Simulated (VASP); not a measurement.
A run of VASP 6.6.1:

Contents of INCAR:

```
PREC = Accurate
ENCUT = 600
EDIFF = 1E-6
ISMEAR = 0
SIGMA = 0.05
LREAL = False
LASPH = True
NELM = 120
ALGO = Normal
ISIF = 2
LWAVE = False
LCHARG = False
GGA = PE
NBANDS = 16
GGA_COMPAT = False
```

The input KPOINTS:

```
Automatic mesh
0
Gamma
  17 17 17
```

Contents of POSCAR:

```
TiN
1.0
    0.0000000000      2.1190000000      2.1190000000
    2.1190000000      0.0000000000      2.1190000000
    2.1190000000      2.1190000000      0.0000000000
Ti N
1 1
Direct
    0.0000000000      0.0000000000      0.0000000000
    0.5000000000      0.5000000000      0.5000000000
```

Potentials or basis: VASP PAW PBE potentials, release 64 (Ti_sv, N).

Run with:

```console
$ cat potpaw_PBE.64/Ti_sv/POTCAR potpaw_PBE.64/N/POTCAR > POTCAR
$ mpirun -np 1 vasp_std > vasp.out
```

Hardware: 1 thread of Intel(R) Xeon(R) 6975P-C (Granite Rapids) (shared host).

**Question.** How long does it take, and how much memory?

**Answer.** It took 20 s on 1 thread of Intel(R) Xeon(R) 6975P-C (Granite Rapids) (shared host), peak memory 0.18 GiB. Counts: scf iterations 15, k points 165.
